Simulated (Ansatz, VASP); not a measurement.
# One calculation of PbO, two programs

```xyz
4
Lattice="4.0344 0.0000 0.0000 0.0000 4.0344 0.0000 0.0000 0.0000 4.9932" Properties=species:S:1:pos:R:3 pbc="T T T"
Pb    0.0000    2.0172    1.1871
Pb    2.0172    0.0000    3.8061
O     0.0000    0.0000    0.0000
O     2.0172    2.0172    0.0000
```

Alike in both runs: task single point; functional LDA; k mesh 8 × 8 × 6; occupations gaussian, width 0.02 eV; no spin polarisation.

|  | VASP | Ansatz |
| --- | --- | --- |
| version | VASP 6.6.1 | Ansatz 0.2.0 |
| potentials or method | VASP PAW LDA potentials, release 64 (Pb_d, O), cutoff 520 eV | scalar-relativistic, plane waves, PAW |
| valence electrons in the cell | 40 | 40 |

Ansatz gave:

- gap on the k mesh at the Fermi level (eV): 1.23
- pressure (GPa): -4.6
- traceless stress, the component that is largest in VASP (GPa): 0.95
- rms of the force components (eV/Å): 0.244

Q: Which values does VASP return?

A: gap on the k mesh at the Fermi level (eV): 1.21; pressure (GPa): -4.4; traceless stress, the component that is largest in VASP (GPa): 0.95; rms of the force components (eV/Å): 0.217.

LDA's correlation is that of Perdew and Zunger in VASP and of Perdew and Wang (1992) in Ansatz. Atom by atom the forces differ by 0.027 eV/Å (rms over components).

Spin-orbit coupling is off throughout.
